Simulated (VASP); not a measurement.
# AlCo in VASP: further runs, part 2 of 2

VASP 6.6.1. Earlier steps stand in the parts before.

**3. Single point, r2SCAN, collinear spin, ferromagnetic start**

Contents of POSCAR:

```
AlCo
1.0
    2.8194032100      0.0000000000      0.0000000000
    0.0000000000      2.8194032100      0.0000000000
    0.0000000000      0.0000000000      2.8194032100
Co Al
1 1
Direct
    0.5000000000      0.5000000000      0.5000000000
    0.0000000000      0.0000000000      0.0000000000
```

Contents of INCAR.step1:

```
SYSTEM = AlCo
ALGO     = Normal         ! electronic algorithm
EDIFF    = 1E-4           ! SCF threshold, eV
ENCUT    = 520            ! plane-wave cutoff, eV
GGA      = PE             ! functional
ISMEAR   = 0              ! smearing method
ISPIN    = 2              ! spin polarisation
LASPH    = .TRUE.         ! aspherical terms in the spheres
LCHARG   = .FALSE.        ! write CHGCAR
LMAXMIX  = 4              ! l up to which the mixer works
LREAL    = .FALSE.        ! projectors in reciprocal space
LWAVE    = .TRUE.         ! write WAVECAR
MAGMOM   = 2 0            ! initial moments
NBANDS   = 17             ! bands
NELM     = 150            ! most SCF steps
PREC     = Accurate       ! precision mode
SIGMA    = 0.05           ! smearing width, eV
```

Contents of INCAR.step2:

```
SYSTEM = AlCo
ALGO     = Normal         ! electronic algorithm
EDIFF    = 1E-6           ! SCF threshold, eV
ENCUT    = 520            ! plane-wave cutoff, eV
ISIF     = 2              ! what is computed and relaxed
ISMEAR   = 0              ! smearing method
ISPIN    = 2              ! spin polarisation
ISTART   = 1            
LASPH    = .TRUE.         ! aspherical terms in the spheres
LCHARG   = .FALSE.        ! write CHGCAR
LMAXMIX  = 4              ! l up to which the mixer works
LMIXTAU  = .TRUE.       
LORBIT   = 11             ! projections on sites
LREAL    = .FALSE.        ! projectors in reciprocal space
LWAVE    = .FALSE.        ! write WAVECAR
MAGMOM   = 2 0            ! initial moments
METAGGA  = R2SCAN         ! meta-GGA
NBANDS   = 17             ! bands
NELM     = 150            ! most SCF steps
PREC     = Accurate       ! precision mode
SIGMA    = 0.05           ! smearing width, eV
```

Contents of KPOINTS:

```
k-points
0
G
  15 15 15
  0 0 0
```

Potentials or basis: VASP PAW PBE potentials, release 64 (Co, Al).

Launch:

```console
cat potpaw_PBE.64/Co/POTCAR potpaw_PBE.64/Al/POTCAR > POTCAR
cp INCAR.step1 INCAR
mpirun -np 1 vasp_std > vasp.out
cp INCAR.step2 INCAR
mpirun -np 1 vasp_std > vasp.out
```

OUTCAR:

```text
SYSTEM = AlCo
   EDIFF = 1E-6
   ENCUT = 520
   ISIF = 2
   ISMEAR = 0
   ISPIN = 2
   ISTART = 1
   LASPH = .TRUE.
   LORBIT = 11
   LREAL = .FALSE.
   METAGGA = R2SCAN
   NELM = 150
   PREC = Accurate

 ion  position               nearest neighbor table
   1  0.500  0.500  0.500-   2 2.44   2 2.44   2 2.44   2 2.44   2 2.44   2 2.44   2 2.44   2 2.44

   2  0.000  0.000  0.000-   1 2.44   1 2.44   1 2.44   1 2.44   1 2.44   1 2.44   1 2.44   1 2.44

  LATTYP: Found a simple cubic cell.
 ALAT       =     2.8194032100

  Lattice vectors:

 A1 = (   2.8194032100,   0.0000000000,   0.0000000000)
 A2 = (   0.0000000000,   2.8194032100,   0.0000000000)
 A3 = (   0.0000000000,   0.0000000000,   2.8194032100)

Analysis of symmetry for initial positions (statically):
=====================================================================
 Subroutine PRICEL returns:
 Original cell was already a primitive cell.

 Routine SETGRP: Setting up the symmetry group for a
 simple cubic supercell.

 Subroutine GETGRP returns: Found 48 space group operations
 (whereof 48 operations were pure point group operations)
 out of a pool of 48 trial point group operations.

The static configuration has the point symmetry O_h .

Analysis of symmetry for dynamics (positions and initial velocities):
=====================================================================
 Subroutine PRICEL returns:
 Original cell was already a primitive cell.

 Routine SETGRP: Setting up the symmetry group for a
 simple cubic supercell.

 Subroutine GETGRP returns: Found 48 space group operations
 (whereof 48 operations were pure point group operations)
 out of a pool of 48 trial point group operations.

The dynamic configuration has the point symmetry O_h .

Analysis of structural, dynamic, and magnetic symmetry:
=====================================================================
 Subroutine PRICEL returns:
 Original cell was already a primitive cell.

 Routine SETGRP: Setting up the symmetry group for a
 simple cubic supercell.

 Subroutine GETGRP returns: Found 48 space group operations
 (whereof 48 operations were pure point group operations)
 out of a pool of 48 trial point group operations.

The overall configuration has the point symmetry O_h .

 Subroutine INISYM returns: Found 48 space group operations
 (whereof 48 operations are pure point group operations),
 and found     1 'primitive' translations

----------------------------------------------------------------------------------------

                                     Primitive cell

  volume of cell :      22.4115

  direct lattice vectors                    reciprocal lattice vectors
     2.819403210  0.000000000  0.000000000     0.354684990  0.000000000  0.000000000
     0.000000000  2.819403210  0.000000000     0.000000000  0.354684990  0.000000000
     0.000000000  0.000000000  2.819403210     0.000000000  0.000000000  0.354684990

  length of vectors
     2.819403210  2.819403210  2.819403210     0.354684990  0.354684990  0.354684990

  position of ions in fractional coordinates (direct lattice)
     0.500000000  0.500000000  0.500000000
     0.000000000  0.000000000  0.000000000

  ion indices of the primitive-cell ions
   primitive index   ion index
                 1           1
                 2           2

----------------------------------------------------------------------------------------
[... 62 lines left out ...]
   ISTART =      1    job   : 0-new  1-cont  2-samecut
   ICHARG =      0    charge: 1-file 2-atom 10-const
   ISPIN  =      2    spin polarized calculation?
   LNONCOLLINEAR =      F non collinear calculations
   LSORBIT =      F    spin-orbit coupling
   LASPH  =      T    aspherical Exc in radial PAW
   ENCUT  =  520.0 eV  38.22 Ry    6.18 a.u.   5.24  5.24  5.24*2*pi/ulx,y,z
   NELM   =    150;   NELMIN=  2; NELMDL=  0     # of ELM steps
   EDIFF  = 0.1E-05   stopping-criterion for ELM
   LREAL  =      F    real-space projection
   EDIFFG = 0.1E-04   stopping-criterion for IOM
   NSW    =      0    number of steps for IOM
   IBRION =     -1    ionic relax: 0-MD 1-quasi-New 2-CG
   NFREE  =      0    steps in history (QN), initial steepest desc. (CG)
   ISIF   =      2    stress and relaxation
   ISYM   =      2    0-nonsym 1-usesym 2-fastsym
   POTIM  = 0.5000    time-step for ionic-motion
   TEBEG  =    0.0;   TEEND  =   0.0 temperature during run
   PSTRESS=    0.0 pullay stress
   NELECT =      12.0000    total number of electrons
   NUPDOWN=      -1.0000    fix difference up-down
   EMIN   =  10.00;   EMAX   =-10.00  energy-range for DOS
   EFERMI =   0.00;   METHOD = LEGACY
   ISMEAR =     0;   SIGMA  =   0.05  broadening in eV -4-tet -1-fermi 0-gaus
   EFERMI_NEDOS =   21; number of points for ismear=-14 and -15
   IALGO  =     38    algorithm
   IMIX   =      4    mixing-type and parameters
     AMIX     =   0.40;   BMIX     =  1.00
     AMIX_MAG =   1.60;   BMIX_MAG =  1.00
  volume/ion in A,a.u.               =      11.21        75.62
  Fermi-wavevector in a.u.,A,eV,Ry     =   1.329366  2.512138 24.044423  1.767215
  Thomas-Fermi vector in A             =   2.458534
   LORBIT       =     11    0 simple, 1 ext, 2 COOP (PROOUT), +10 PAW based schemes
   METAGGA = R2SCAN    functional components
   LHFCALC =     F    Hartree Fock is set to
   AEXX    =    0.0000 exact exchange contribution
   IVDW    =     0    specifies the selected vdW correction
   LEPSILON=     F    determine dielectric tensor
   LRPA    =     F    only Hartree local field effects (RPA)
 spin polarized calculation
 Gauss-broadening in eV      SIGMA  =   0.05
  energy-cutoff  :      520.00
  volume of cell :       22.41
 maximum number of plane-waves:       624
 NGX is ok and might be reduce to    24
   NGX = 11   NGY = 11   NGZ = 11

 number of electron      11.9999996 magnetization      -0.0052366

 Free energy of the ion-electron system (eV)
  ---------------------------------------------------
  ext. energy  EPLUGINS =         0.00000000
  ---------------------------------------------------
  free energy    TOTEN  =       -21.07923546 eV

  energy without entropy =      -21.07847037  energy(sigma->0) =      -21.07885291

 E-fermi :  10.9612     XC(G=0): -13.4283

 val. band max:       10.9518927745   @ k =   0.4667   0.4000   0.0667
 cond. band min:      10.9669905490   @ k =   0.4667   0.4667   0.2000
 fundamental gap:      0.0150977745
 Fermi energy:        10.9611872524

 spin component 1

 k-point     1 :       0.0000    0.0000    0.0000
  band No.  band energies     occupation
      1      -1.0072      1.00000
      2       7.7343      1.00000
      3       7.7343      1.00000
      4       9.8241      1.00000
      5       9.8241      1.00000
      6       9.8241      1.00000
[... 459 lines left out ...]
      6       9.5932      1.00000
[... 9 lines left out ...]
     16      33.8131      0.00000
     17      35.7581      0.00000

 [... further k-points ...]

 spin component 2

 k-point     1 :       0.0000    0.0000    0.0000
  band No.  band energies     occupation
      1      -1.0036      1.00000
      2       7.7202      1.00000
      3       7.7202      1.00000
      4       9.8200      1.00000
      5       9.8200      1.00000
      6       9.8200      1.00000
[... 459 lines left out ...]
      6       9.5894      1.00000
[... 9 lines left out ...]
     16      33.8126      0.00000
     17      35.7572      0.00000

 [... further k-points ...]
[... 5 lines left out ...]
  --------------------------------------------------------------------------------------
  -------------------------------------------------------------------------------------
  Total        0.0609222      0.0609222      0.0609222      0.0000000      0.0000000     -0.0000000
  in kB        4.3552655      4.3552655      4.3552655      0.0000000      0.0000000     -0.0000000
  external PRESSURE =       4.3552655 kB  Pullay stress =       0.0000000 kB

 VOLUME and BASIS-vectors are now :
 -----------------------------------------------------------------------------
  energy-cutoff  :      520.00
  volume of cell :       22.41
      direct lattice vectors                 reciprocal lattice vectors
     2.819403210  0.000000000  0.000000000     0.354684990  0.000000000  0.000000000
     0.000000000  2.819403210  0.000000000     0.000000000  0.354684990  0.000000000
     0.000000000  0.000000000  2.819403210     0.000000000  0.000000000  0.354684990

 POSITION                                       TOTAL-FORCE (eV/Angst)
 -----------------------------------------------------------------------------------
      1.40970      1.40970      1.40970         0.000000      0.000000      0.000000
      0.00000      0.00000      0.00000         0.000000      0.000000      0.000000
 -----------------------------------------------------------------------------------
    total drift:                                0.000000     -0.000000     -0.000000

  FREE ENERGIE OF THE ION-ELECTRON SYSTEM (eV)
  ---------------------------------------------------
  free  energy   TOTEN  =       -21.0792354583 eV

  energy  without entropy=      -21.0784703674  energy(sigma->0) =      -21.07885291

 total charge

# of ion       s       p       d       tot
------------------------------------------
    1        0.467   0.576   7.512   8.555
    2        0.396   0.455   0.000   0.851
--------------------------------------------------
tot          0.863   1.031   7.512   9.406

 magnetization (x)

# of ion       s       p       d       tot
------------------------------------------
    1        0.000   0.001  -0.008  -0.007
    2        0.000   0.000   0.000   0.000
--------------------------------------------------
tot          0.000   0.001  -0.008  -0.007
```

Wall time 3.1 min (1 thread of AMD EPYC 9R45 (Zen 5), shared host); peak memory 0.18 GiB.

What came out:

- Free energy: -21.0792 eV
- Pressure: 0.4 GPa
- Band gap on the k mesh: zero (filled and empty bands overlap)
- Net moment: -0.01 μB per cell
- Valence electrons inside the program's atomic spheres: Co 8.55; Al 0.85

Caveat: the starting moments collapsed, and a magnetic state may lie lower; the PAW data sets were made with another functional, which shifts forces and pressure a little.
